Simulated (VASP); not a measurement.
# Mg3Zn (Pm-3m) in VASP: single point with LDA

Aim: the single point of Mg3Zn with LDA.

Program: VASP 6.6.1. These are calculated values, not measurements. Logs are shortened: lines on timing, memory, paths and dates and some standing lists are left out, and cuts for length are marked.

**1. The cell of the first run**

Symmetry: Pm-3m, No. 221, cubic system. Conventional cell: a = 4.276 Å, b = 4.276 Å, c = 4.276 Å, α = 90.00°, β = 90.00°, γ = 90.00°. Mg (site symmetry 4/mmm) has 8 Mg at 3.02 Å and 4 Zn at 3.02 Å within 4.0 Å. Zn (site symmetry m-3m) has 12 Mg at 3.02 Å within 4.0 Å.

**2. Single point, LDA**

Contents of INCAR:

```
SYSTEM = Mg3Zn
ALGO = Normal ; EDIFF = 1E-6
ENCUT = 520 ; ISIF = 2
ISMEAR = -1 ; LASPH = .True.
LCHARG = .False. ; LREAL = .False.
LWAVE = .False. ; NBANDS = 17
NELM = 100 ; PREC = Accurate
SIGMA = 0.3
```

Contents of KPOINTS:

```
Automatic mesh
0
Gamma
  6 6 6
  0.5 0.5 0.5
```

Contents of POSCAR:

```
Mg3Zn
1.0
    4.2755173300      0.0000000000      0.0000000000
    0.0000000000      4.2755173300      0.0000000000
    0.0000000000      0.0000000000      4.2755173300
Mg Zn
3 1
Direct
    0.5000000000      0.5000000000      0.0000000000
    0.5000000000      0.0000000000      0.5000000000
    0.0000000000      0.5000000000      0.5000000000
    0.0000000000      0.0000000000      0.0000000000
```

Potentials or basis: VASP PAW LDA potentials, release 64 (Mg, Zn).

On the command line:

```bash
cat potpaw_LDA.64/Mg/POTCAR potpaw_LDA.64/Zn/POTCAR > POTCAR
mpirun -np 1 vasp_std > vasp.out
```

OUTCAR:

```text
SYSTEM = Mg3Zn
   EDIFF = 1E-6
   ENCUT = 520
   ISIF = 2
   ISMEAR = -1
   LASPH = .True.
   LREAL = .False.
   NELM = 100
   PREC = Accurate

 ion  position               nearest neighbor table
   1  0.500  0.500  0.000-   2 3.02   3 3.02   4 3.02   2 3.02   3 3.02   2 3.02   4 3.02   2 3.02
                             3 3.02   4 3.02   3 3.02   4 3.02
   2  0.500  0.000  0.500-   1 3.02   3 3.02   4 3.02   1 3.02   4 3.02   1 3.02   3 3.02   1 3.02
                             3 3.02   4 3.02   4 3.02   3 3.02
   3  0.000  0.500  0.500-   1 3.02   2 3.02   4 3.02   1 3.02   4 3.02   2 3.02   4 3.02   4 3.02
                             1 3.02   2 3.02   1 3.02   2 3.02
   4  0.000  0.000  0.000-   1 3.02   2 3.02   3 3.02   2 3.02   3 3.02   1 3.02   3 3.02   3 3.02
                             1 3.02   2 3.02   2 3.02   1 3.02

  LATTYP: Found a simple cubic cell.
 ALAT       =     4.2755173300

  Lattice vectors:

 A1 = (   4.2755173300,   0.0000000000,   0.0000000000)
 A2 = (   0.0000000000,   4.2755173300,   0.0000000000)
 A3 = (   0.0000000000,   0.0000000000,   4.2755173300)

Analysis of symmetry for initial positions (statically):
=====================================================================
 Subroutine PRICEL returns:
 Original cell was already a primitive cell.

 Routine SETGRP: Setting up the symmetry group for a
 simple cubic supercell.

 Subroutine GETGRP returns: Found 48 space group operations
[... 9 lines left out ...]

 Routine SETGRP: Setting up the symmetry group for a
 simple cubic supercell.

 Subroutine GETGRP returns: Found 48 space group operations
[... 11 lines left out ...]
                                     Primitive cell

  volume of cell :      78.1567

  direct lattice vectors                    reciprocal lattice vectors
     4.275517330  0.000000000  0.000000000     0.233889825  0.000000000  0.000000000
     0.000000000  4.275517330  0.000000000     0.000000000  0.233889825  0.000000000
     0.000000000  0.000000000  4.275517330     0.000000000  0.000000000  0.233889825

  length of vectors
     4.275517330  4.275517330  4.275517330     0.233889825  0.233889825  0.233889825

  position of ions in fractional coordinates (direct lattice)
     0.500000000  0.500000000  0.000000000
     0.500000000  0.000000000  0.500000000
     0.000000000  0.500000000  0.500000000
     0.000000000  0.000000000  0.000000000

  ion indices of the primitive-cell ions
   primitive index   ion index
                 1           1
                 2           2
                 3           3
                 4           4

----------------------------------------------------------------------------------------

[... 57 lines left out ...]
   NSW    =      0    number of steps for IOM
   IBRION =     -1    ionic relax: 0-MD 1-quasi-New 2-CG
   NFREE  =      0    steps in history (QN), initial steepest desc. (CG)
   ISIF   =      2    stress and relaxation
   ISYM   =      2    0-nonsym 1-usesym 2-fastsym
   POTIM  = 0.5000    time-step for ionic-motion
   TEBEG  =    0.0;   TEEND  =   0.0 temperature during run
   PSTRESS=    0.0 pullay stress
   NELECT =      18.0000    total number of electrons
   NUPDOWN=      -1.0000    fix difference up-down
   EMIN   =  10.00;   EMAX   =-10.00  energy-range for DOS
   EFERMI =   0.00;   METHOD = LEGACY
   ISMEAR =    -1;   SIGMA  =   0.30  broadening in eV -4-tet -1-fermi 0-gaus
   EFERMI_NEDOS =   21; number of points for ismear=-14 and -15
   IALGO  =     38    algorithm
   IMIX   =      4    mixing-type and parameters
     AMIX     =   0.40;   BMIX     =  1.00
     AMIX_MAG =   1.60;   BMIX_MAG =  1.00
  volume/ion in A,a.u.               =      19.54       131.86
  Fermi-wavevector in a.u.,A,eV,Ry     =   1.003484  1.896309 13.700789  1.006980
  Thomas-Fermi vector in A             =   2.136038
   LORBIT       =      0    0 simple, 1 ext, 2 COOP (PROOUT), +10 PAW based schemes
   GGA     = CA    functional components
   LHFCALC =     F    Hartree Fock is set to
   AEXX    =    0.0000 exact exchange contribution
   IVDW    =     0    specifies the selected vdW correction
   LEPSILON=     F    determine dielectric tensor
   LRPA    =     F    only Hartree local field effects (RPA)
 non-spin polarized calculation
  energy-cutoff  :      520.00
  volume of cell :       78.16
 maximum number of plane-waves:      2134
 NGX is ok and might be reduce to    32
   NGX = 15   NGY = 15   NGZ = 15

 number of electron      18.0000038 magnetization

 Free energy of the ion-electron system (eV)
  ---------------------------------------------------
  ext. energy  EPLUGINS =         0.00000000
  ---------------------------------------------------
  free energy    TOTEN  =        -7.71612874 eV

  energy without entropy =       -7.24583002  energy(sigma->0) =       -7.48097938

 E-fermi :   2.8092     XC(G=0):  -9.5563

 val. band max:        2.7449870298   @ k =   0.2500   0.2500   0.0833
 cond. band min:       2.9773763222   @ k =   0.4167   0.0833   0.0833
 fundamental gap:      0.2323892924
 Fermi energy:         2.8091931648

 k-point     1 :       0.0833    0.0833    0.0833
  band No.  band energies     occupation
      1      -4.9147      2.00000
      2      -4.4603      2.00000
      3      -4.4603      2.00000
      4      -4.4073      2.00000
      5      -4.4073      2.00000
      6      -4.4071      2.00000
[... 177 lines left out ...]
      4      -4.3608      2.00000
      5      -4.3608      2.00000
      6      -1.0890      2.00000
[... 9 lines left out ...]
     16      13.6193      0.00000
     17      14.2423      0.00000

------------------------ aborting loop because EDIFF is reached ----------------------------------------

  FORCE on cell =-STRESS in cart. coord.  units (eV):
  Direction    XX          YY          ZZ          XY          YZ          ZX
  --------------------------------------------------------------------------------------
  -------------------------------------------------------------------------------------
  Total       -0.7780777     -0.7780777     -0.7780777      0.0000000      0.0000000     -0.0000000
  in kB      -15.9502515    -15.9502515    -15.9502515      0.0000000      0.0000000     -0.0000000
  external PRESSURE =     -15.9502515 kB  Pullay stress =       0.0000000 kB

 VOLUME and BASIS-vectors are now :
 -----------------------------------------------------------------------------
  energy-cutoff  :      520.00
  volume of cell :       78.16
      direct lattice vectors                 reciprocal lattice vectors
     4.275517330  0.000000000  0.000000000     0.233889825  0.000000000  0.000000000
     0.000000000  4.275517330  0.000000000     0.000000000  0.233889825  0.000000000
     0.000000000  0.000000000  4.275517330     0.000000000  0.000000000  0.233889825

 POSITION                                       TOTAL-FORCE (eV/Angst)
 -----------------------------------------------------------------------------------
      2.13776      2.13776      0.00000         0.000000      0.000000      0.000000
      2.13776      0.00000      2.13776         0.000000      0.000000      0.000000
      0.00000      2.13776      2.13776         0.000000      0.000000      0.000000
      0.00000      0.00000      0.00000         0.000000      0.000000      0.000000
 -----------------------------------------------------------------------------------
    total drift:                               -0.000000      0.000000      0.000000

  FREE ENERGIE OF THE ION-ELECTRON SYSTEM (eV)
  ---------------------------------------------------
  free  energy   TOTEN  =        -7.7161287406 eV

  energy  without entropy=       -7.2458300205  energy(sigma->0) =       -7.48097938
```

OSZICAR:

```text
N       E                     dE             d eps       ncg     rms          rms(c)
DAV:   1     0.576135817023E+02    0.57614E+02   -0.76125E+03   340   0.101E+03
DAV:   2    -0.545031294652E+01   -0.63064E+02   -0.60255E+02   357   0.201E+02
DAV:   3    -0.787491686681E+01   -0.24246E+01   -0.24061E+01   443   0.387E+01
DAV:   4    -0.789565898413E+01   -0.20742E-01   -0.20734E-01   412   0.341E+00
DAV:   5    -0.789587019295E+01   -0.21121E-03   -0.21121E-03   447   0.325E-01    0.249E+00
DAV:   6    -0.774961078060E+01    0.14626E+00   -0.76768E-01   446   0.167E+01    0.164E+00
DAV:   7    -0.772770626252E+01    0.21905E-01   -0.51819E-02   436   0.342E+00    0.781E-01
DAV:   8    -0.771633671857E+01    0.11370E-01   -0.59279E-03   402   0.449E-01    0.738E-02
DAV:   9    -0.771613942725E+01    0.19729E-03   -0.71146E-04   455   0.383E-01    0.312E-02
DAV:  10    -0.771613037931E+01    0.90479E-05   -0.67551E-05   412   0.919E-02    0.107E-02
DAV:  11    -0.771612880772E+01    0.15716E-05   -0.85398E-06   422   0.415E-02    0.282E-03
DAV:  12    -0.771612874055E+01    0.67167E-07   -0.48293E-07   223   0.873E-03
   1 F= -.77161287E+01 E0= -.74809794E+01  d E =-.470299E+00
```

Run time: 5 s. Hardware: 1 thread of Intel Xeon 6975P-C (Granite Rapids), shared host; peak memory 0.15 GiB.

Results:

```yaml
Free_energy: -7.7161 eV
Pressure: -1.6 GPa
Band_gap_on_the_k_mesh: zero (band 9 reaches 3.27 eV, above the bottom of band 10 at 1.44 eV)
```
